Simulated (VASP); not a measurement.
# MgS (Fm-3m) in VASP: notebook

MgS is run at these levels: r2SCAN, PBEsol, PBE; tasks: dielectric tensor, vibrations by perturbation theory.

Everything below comes from runs of VASP 6.6.1. Logs are shortened: lines on timing, memory, paths and dates and some standing lists are left out, and cuts for length are marked.

**1. The cell of the first run**

It takes space group Fm-3m (No. 225, cubic). Conventional cell: a = 5.203 Å, b = 5.203 Å, c = 5.203 Å, α = 90.00°, β = 90.00°, γ = 90.00°. Within 3.4 Å of Mg (site symmetry m-3m) lie 6 S at 2.60 Å. S (site symmetry m-3m) has 6 Mg at 2.60 Å within 3.4 Å.

**2. Dielectric tensor, r2SCAN**

INCAR reads:

```
PREC = Accurate
ENCUT = 520
EDIFF = 1E-8
ISMEAR = 0
SIGMA = 0.01
LREAL = F
LASPH = T
NELM = 100
ALGO = Normal
ISIF = 2
LWAVE = F
LCHARG = F
METAGGA = R2SCAN
LMIXTAU = T
LCALCEPS = T
```

KPOINTS reads:

```
Automatic mesh
0
Gamma
  8 8 8
```

POSCAR reads:

```
MgS
1.0
    0.0000000000      2.6015177399      2.6015177399
    2.6015177399      0.0000000000      2.6015177399
    2.6015177399      2.6015177399      0.0000000000
Mg S
1 1
Direct
    0.0000000000      0.0000000000      0.0000000000
    0.5000000000      0.5000000000      0.5000000000
```

Potentials or basis: VASP PAW PBE potentials, release 64 (Mg, S).

The run is started by

```sh
cat potpaw_PBE.64/Mg/POTCAR potpaw_PBE.64/S/POTCAR > POTCAR
mpirun -np 1 vasp_std > vasp.out
```

OUTCAR:

```text
PREC = Accurate
   ENCUT = 520
   EDIFF = 1E-8
   ISMEAR = 0
   LREAL = F
   LASPH = T
   NELM = 100
   ISIF = 2
   METAGGA = R2SCAN

 ion  position               nearest neighbor table
   1  0.000  0.000  0.000-   2 2.60   2 2.60   2 2.60   2 2.60   2 2.60   2 2.60
   2  0.500  0.500  0.500-   1 2.60   1 2.60   1 2.60   1 2.60   1 2.60   1 2.60

  LATTYP: Found a face centered cubic cell.
 ALAT       =     5.2030354798

  Lattice vectors:

 A1 = (   0.0000000000,   2.6015177399,   2.6015177399)
 A2 = (   2.6015177399,   0.0000000000,   2.6015177399)
 A3 = (   2.6015177399,   2.6015177399,   0.0000000000)

Analysis of symmetry for initial positions (statically):
=====================================================================
 Subroutine PRICEL returns:
 Original cell was already a primitive cell.

 Routine SETGRP: Setting up the symmetry group for a
 face centered cubic supercell.

 Subroutine GETGRP returns: Found 48 space group operations
 (whereof 48 operations were pure point group operations)
 out of a pool of 48 trial point group operations.

The static configuration has the point symmetry O_h .

Analysis of symmetry for dynamics (positions and initial velocities):
=====================================================================
 Subroutine PRICEL returns:
 Original cell was already a primitive cell.

 Routine SETGRP: Setting up the symmetry group for a
 face centered cubic supercell.

 Subroutine GETGRP returns: Found 48 space group operations
 (whereof 48 operations were pure point group operations)
 out of a pool of 48 trial point group operations.

The dynamic configuration has the point symmetry O_h .

 Subroutine INISYM returns: Found 48 space group operations
 (whereof 48 operations are pure point group operations),
 and found     1 'primitive' translations

----------------------------------------------------------------------------------------

                                     Primitive cell

  volume of cell :      35.2136

  direct lattice vectors                    reciprocal lattice vectors
     0.000000000  2.601517740  2.601517740    -0.192195499  0.192195499  0.192195499
     2.601517740  0.000000000  2.601517740     0.192195499 -0.192195499  0.192195499
     2.601517740  2.601517740  0.000000000     0.192195499  0.192195499 -0.192195499

  length of vectors
     3.679101671  3.679101671  3.679101671     0.332892369  0.332892369  0.332892369

  position of ions in fractional coordinates (direct lattice)
     0.000000000  0.000000000  0.000000000
     0.500000000  0.500000000  0.500000000

  ion indices of the primitive-cell ions
   primitive index   ion index
                 1           1
                 2           2

----------------------------------------------------------------------------------------

 KPOINTS: Automatic mesh

Automatic generation of k-mesh.
 Grid dimensions read from file:
 generate k-points for:    8    8    8

 Generating k-lattice:

  Cartesian coordinates                     Fractional coordinates (reciprocal lattice)
    -0.024024437  0.024024437  0.024024437     0.125000000  0.000000000  0.000000000
     0.024024437 -0.024024437  0.024024437     0.000000000  0.125000000  0.000000000
     0.024024437  0.024024437 -0.024024437     0.000000000  0.000000000  0.125000000

  Length of vectors
     0.041611546  0.041611546  0.041611546

  Shift w.r.t. Gamma in fractional coordinates (k-lattice)
     0.000000000  0.000000000  0.000000000

 Subroutine IBZKPT returns following result:
 ===========================================

 Found     29 irreducible k-points:

 Following reciprocal coordinates:
            Coordinates               Weight
  0.000000  0.000000  0.000000      1.000000
  0.125000  0.000000  0.000000      8.000000
  0.250000  0.000000  0.000000      8.000000
  0.375000  0.000000  0.000000      8.000000
  0.500000  0.000000  0.000000      4.000000
  0.125000  0.125000  0.000000      6.000000
[... 16 lines left out ...]
  0.500000  0.250000  0.125000     48.000000
 -0.375000  0.250000  0.125000     24.000000
 [... further k-points ...]
   k-points           NKPTS =     29   k-points in BZ     NKDIM =     29   number of bands    NBANDS=      8
   number of dos      NEDOS =    301   number of ions     NIONS =      2
   total plane-waves  NPLWV =  21952
   dimension x,y,z NGX =    28 NGY =   28 NGZ =   28
   dimension x,y,z NGXF=    56 NGYF=   56 NGZF=   56
   ions per type =               1   1
   NGX,Y,Z   is equivalent  to a cutoff of  12.65, 12.65, 12.65 a.u.
   NGXF,Y,Z  is equivalent  to a cutoff of  25.30, 25.30, 25.30 a.u.
 SYSTEM =  unknown system
   PREC   = accura    normal or accurate (medium, high low for compatibility)
   ISTART =      0    job   : 0-new  1-cont  2-samecut
   ICHARG =      2    charge: 1-file 2-atom 10-const
   ISPIN  =      1    spin polarized calculation?
   LNONCOLLINEAR =      F non collinear calculations
   LSORBIT =      F    spin-orbit coupling
   LASPH  =      T    aspherical Exc in radial PAW
   ENCUT  =  520.0 eV  38.22 Ry    6.18 a.u.   6.84  6.84  6.84*2*pi/ulx,y,z
   NELM   =    100;   NELMIN=  2; NELMDL= -5     # of ELM steps
   EDIFF  = 0.1E-07   stopping-criterion for ELM
   LREAL  =      F    real-space projection
   EDIFFG = 0.1E-06   stopping-criterion for IOM
   NSW    =      0    number of steps for IOM
   IBRION =     -1    ionic relax: 0-MD 1-quasi-New 2-CG
   NFREE  =      0    steps in history (QN), initial steepest desc. (CG)
   ISIF   =      2    stress and relaxation
   ISYM   =      2    0-nonsym 1-usesym 2-fastsym
   POTIM  = 0.5000    time-step for ionic-motion
   TEBEG  =    0.0;   TEEND  =   0.0 temperature during run
   PSTRESS=    0.0 pullay stress
   NELECT =       8.0000    total number of electrons
   NUPDOWN=      -1.0000    fix difference up-down
   EMIN   =  10.00;   EMAX   =-10.00  energy-range for DOS
   EFERMI =   0.00;   METHOD = LEGACY
   ISMEAR =     0;   SIGMA  =   0.01  broadening in eV -4-tet -1-fermi 0-gaus
   EFERMI_NEDOS =   21; number of points for ismear=-14 and -15
   IALGO  =     38    algorithm
   IMIX   =      4    mixing-type and parameters
     AMIX     =   0.40;   BMIX     =  1.00
     AMIX_MAG =   1.60;   BMIX_MAG =  1.00
  volume/ion in A,a.u.               =      17.61       118.82
  Fermi-wavevector in a.u.,A,eV,Ry     =   0.998929  1.887702 13.576703  0.997860
  Thomas-Fermi vector in A             =   2.131185
   LORBIT       =      0    0 simple, 1 ext, 2 COOP (PROOUT), +10 PAW based schemes
   METAGGA = R2SCAN    functional components
   LHFCALC =     F    Hartree Fock is set to
   AEXX    =    0.0000 exact exchange contribution
   IVDW    =     0    specifies the selected vdW correction
   LEPSILON=     F    determine dielectric tensor
   LRPA    =     F    only Hartree local field effects (RPA)
   LRPA       =     F
 non-spin polarized calculation
 Gauss-broadening in eV      SIGMA  =   0.01
  energy-cutoff  :      520.00
  volume of cell :       35.21
 maximum number of plane-waves:       960
   NGX = 13   NGY = 13   NGZ = 13

 Total electronic dipole moment: p[elc]=(    -0.00000    -0.00000    -0.00000 ) |e| Angst

 number of electron       8.0000000 magnetization

 Free energy of the ion-electron system (eV)
  ---------------------------------------------------
  ext. energy  EPLUGINS =         0.00000000
  ---------------------------------------------------
  free energy    TOTEN  =       -15.51056414 eV

  energy without entropy =      -15.51056414  energy(sigma->0) =      -15.51056414

 E-fermi :   3.5371     XC(G=0): -10.0906

 val. band max:        3.4942711174   @ k =   0.0000   0.0000   0.0000
 cond. band min:   10000.0000000000   @ k =   0.0000   0.0000   0.0000
 fundamental gap:   9996.5057288826
 Fermi energy:         3.5371183850

 k-point     1 :       0.0000    0.0000    0.0000
  band No.  band energies     occupation
      1      -9.6895      2.00000
      2       3.4942      2.00000
      3       3.4942      2.00000
      4       3.4943      2.00000
      5   10000.0000      0.00000
      6   10000.0000      0.00000
      7   10000.0000      0.00000
      8   10000.0000      0.00000

 k-point     2 :       0.1250    0.0000    0.0000
  band No.  band energies     occupation
      1      -9.5343      2.00000
      2       2.4811      2.00000
      3       3.3887      2.00000
      4       3.3887      2.00000
      5   10000.0000      0.00000
      6   10000.0000      0.00000
      7   10000.0000      0.00000
      8   10000.0000      0.00000

 k-point     3 :       0.2500    0.0000    0.0000
  band No.  band energies     occupation
      1      -9.1156      2.00000
      2       0.6959      2.00000
      3       3.1574      2.00000
      4       3.1574      2.00000
      5   10000.0000      0.00000
      6   10000.0000      0.00000
      7   10000.0000      0.00000
      8   10000.0000      0.00000

 k-point     4 :       0.3750    0.0000    0.0000
  band No.  band energies     occupation
      1      -8.6074      2.00000
      2      -0.7884      2.00000
      3       2.9526      2.00000
      4       2.9527      2.00000
      5   10000.0000      0.00000
      6   10000.0000      0.00000
      7   10000.0000      0.00000
      8   10000.0000      0.00000

 k-point     5 :       0.5000    0.0000    0.0000
  band No.  band energies     occupation
      1      -8.3567      2.00000
      2      -1.3830      2.00000
      3       2.8741      2.00000
      4       2.8741      2.00000
      5   10000.0000      0.00000
      6   10000.0000      0.00000
      7   10000.0000      0.00000
      8   10000.0000      0.00000
[... 177 lines left out ...]
 k-point    22 :       0.3750    0.2500    0.1250
  band No.  band energies     occupation
      1      -8.7878      2.00000
      2       0.4235      2.00000
      3       2.0178      2.00000
      4       2.7997      2.00000
      5   10000.0000      0.00000
      6   10000.0000      0.00000
      7   10000.0000      0.00000
      8   10000.0000      0.00000

 k-point    23 :       0.5000    0.2500    0.1250
  band No.  band energies     occupation
      1      -8.3587      2.00000
      2      -0.4461      2.00000
      3       1.4740      2.00000
      4       2.4827      2.00000
      5   10000.0000      0.00000
      6   10000.0000      0.00000
      7   10000.0000      0.00000
      8   10000.0000      0.00000

 k-point    24 :      -0.3750    0.2500    0.1250
  band No.  band energies     occupation
      1      -8.1545      2.00000
      2      -0.8513      2.00000
      3       1.3292      2.00000
      4       2.3198      2.00000
      5   10000.0000      0.00000
      6   10000.0000      0.00000
      7   10000.0000      0.00000
      8   10000.0000      0.00000

 [... further k-points ...]

------------------------ aborting loop because EDIFF is reached ----------------------------------------

            Ionic dipole moment: p[ion]=(   -15.60911   -15.60911   -15.60911 ) |e| Angst

 Total electronic dipole moment: p[elc]=(     0.00000     0.00000     0.00751 ) |e| Angst

 MACROSCOPIC STATIC DIELECTRIC TENSOR (including local field effects)
 ------------------------------------------------------
           4.858201     0.000000     0.000000
           0.000000     4.858201     0.000000
           0.000000     0.000000     4.858201
 ------------------------------------------------------

 PIEZOELECTRIC TENSOR (including local field effects) (e Angst)
          XX          YY          ZZ          XY          YZ          ZX
  --------------------------------------------------------------------------------
  x     0.00000     0.00000     0.00000     0.00000     0.00000     0.00000
  y     0.00000     0.00000     0.00000     0.00000     0.00000     0.00000
  z     0.00000     0.00000     0.00000     0.00000     0.00000     0.00000

 PIEZOELECTRIC TENSOR (including local field effects) (C/m^2)
          XX          YY          ZZ          XY          YZ          ZX
  --------------------------------------------------------------------------------
  x     0.00000     0.00000     0.00000     0.00000     0.00000     0.00000
  y     0.00000     0.00000     0.00000     0.00000     0.00000     0.00000
  z     0.00000     0.00000     0.00000     0.00000     0.00000     0.00000

 BORN EFFECTIVE CHARGES (including local field effects) (in |e|, cummulative output)
 ---------------------------------------------------------------------------------
 ion    1
    1     2.29797     0.00000    -0.00000
    2     0.00000     2.29797     0.00000
    3     0.00000     0.00000     2.29797
 ion    2
    1    -2.29797    -0.00000     0.00000
    2     0.00000    -2.29797    -0.00000
    3    -0.00000     0.00000    -2.29797

  FORCE on cell =-STRESS in cart. coord.  units (eV):
  Direction    XX          YY          ZZ          XY          YZ          ZX
  --------------------------------------------------------------------------------------
  -------------------------------------------------------------------------------------
  Total       -0.1025036     -0.1025036     -0.1025036      0.0000000      0.0000000      0.0000000
  in kB       -4.6637921     -4.6637921     -4.6637921      0.0000000      0.0000000      0.0000000
  external PRESSURE =      -4.6637921 kB  Pullay stress =       0.0000000 kB

 VOLUME and BASIS-vectors are now :
 -----------------------------------------------------------------------------
  energy-cutoff  :      520.00
  volume of cell :       35.21
      direct lattice vectors                 reciprocal lattice vectors
     0.000000000  2.601517740  2.601517740    -0.192195499  0.192195499  0.192195499
     2.601517740  0.000000000  2.601517740     0.192195499 -0.192195499  0.192195499
     2.601517740  2.601517740  0.000000000     0.192195499  0.192195499 -0.192195499

 POSITION                                       TOTAL-FORCE (eV/Angst)
 -----------------------------------------------------------------------------------
      0.00000      0.00000      0.00000         0.000000     -0.000000      0.000000
      2.60152      2.60152      2.60152        -0.000000      0.000000     -0.000000
 -----------------------------------------------------------------------------------
    total drift:                                0.000000      0.000000      0.000000

  FREE ENERGIE OF THE ION-ELECTRON SYSTEM (eV)
  ---------------------------------------------------
  free  energy   TOTEN  =       -15.5105641371 eV

  energy  without entropy=      -15.5105641371  energy(sigma->0) =      -15.51056414
```

Wall time 16 min (1 thread of Intel Xeon 6975P-C (Granite Rapids), shared host); peak memory 0.35 GiB.

What came out:

```yaml
Band_gap_on_the_k_mesh: 3.43 eV (least direct gap 4.62 eV)
Electronic_dielectric_tensor_diagonal: 4.86
Born_charges_mean_of_the_diagonal: Mg +2.30; S -2.30 e
```

Levels at points of the mesh, in eV from the valence-band top:
```
           k point  band 1  band 2  band 3  band 4  band 5  band 6  band 7  band 8
(0.00, 0.00, 0.00)  -13.18    0.00    0.00    0.00    4.62    8.53    8.53    8.53
(0.50, 0.00, 0.00)  -11.85   -4.88   -0.62   -0.62    5.22    7.50    7.50   11.24
(0.50, 0.50, 0.00)  -11.47   -4.27   -1.73   -1.73    3.43    4.93   13.14   13.49
```

Electronic dielectric tensor:
```
4.86 0.00 0.00
0.00 4.86 0.00
0.00 0.00 4.86
```

Born effective charge tensors (e):
atom 1, Mg
```
2.30 0.00 0.00
0.00 2.30 0.00
0.00 0.00 2.30
```
atom 2, S
```
-2.30  0.00  0.00
 0.00 -2.30  0.00
 0.00  0.00 -2.30
```

Dipole moments of the cell (e·Å, modulo the quantum): ionic -15.609, -15.609, -15.609; electronic 0.000, 0.000, 0.008

Caveat: the PAW data sets were made with another functional, which shifts forces and pressure a little. r2SCAN opens gaps a little over a GGA but as a rule still falls short of measured ones.

[end of part 1 of 2]
